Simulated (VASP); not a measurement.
# Ti3H: single point with PBE

The system is Ti3H, a slab with vacuum.

```
Ti H
1.0
     4.60398    0.00000    0.00000
    -2.30199    3.98716    0.00000
     0.00000    0.00000   22.49699
Ti H
6 2
Cartesian
  2.3020 1.3291 4.0000
  0.0000 2.6581 4.9398
  0.0000 0.0000 5.8796
  2.3020 1.3291 6.7054
  0.0000 2.6581 7.4344
  0.0000 0.0000 8.4970
  -1.1475 3.3206 9.9070
  1.1475 1.9956 9.9070
```

* Program: VASP 6.6.1
* Task: single point
* Functional: PBE
* Potentials or basis: VASP PAW PBE potentials, release 64 (Ti_sv, H)
* Cutoff: 520 eV
* k mesh: 6 × 6 × 1
* Occupations: gaussian, width 0.1 eV
* Spin: no spin polarisation

```json
{
 "Largest force": "2.104 eV/Å",
 "Band gap on the k mesh": "zero (bands 37 and 38 overlap by 0.23 eV)"
}
```

Forces on the atoms (eV/Å):
```
Ti  -0.032  0.019  0.094
Ti  -0.013  0.007  0.316
Ti  -0.002  0.001 -0.778
Ti  -0.005  0.003 -0.483
Ti  -0.176  0.101  1.717
Ti   0.532 -0.307  2.012
H   -0.071  0.041 -1.132
H   -0.234  0.135 -1.746
```

Levels at points of the mesh, in eV from the Fermi level:
```
           k point  band 33  band 34  band 35  band 36  band 37  band 38  band 39  band 40  band 41  band 42
(0.00, 0.00, 0.00)    -0.67    -0.50    -0.50    -0.26    -0.15    -0.12    -0.04     0.04     0.53     0.74
(0.50, 0.00, 0.00)    -0.77    -0.41    -0.33    -0.28    -0.14    -0.07     0.03     0.39     0.46     0.78
(0.50, 0.50, 0.00)    -0.68    -0.42    -0.40    -0.23    -0.04     0.01     0.16     0.39     0.60     0.75
```

Wall time 15 min on 1 thread of Intel(R) Xeon(R) Platinum 8375C CPU @ 2.90GHz (Ice Lake), on a shared host, peak memory 0.55 GiB.
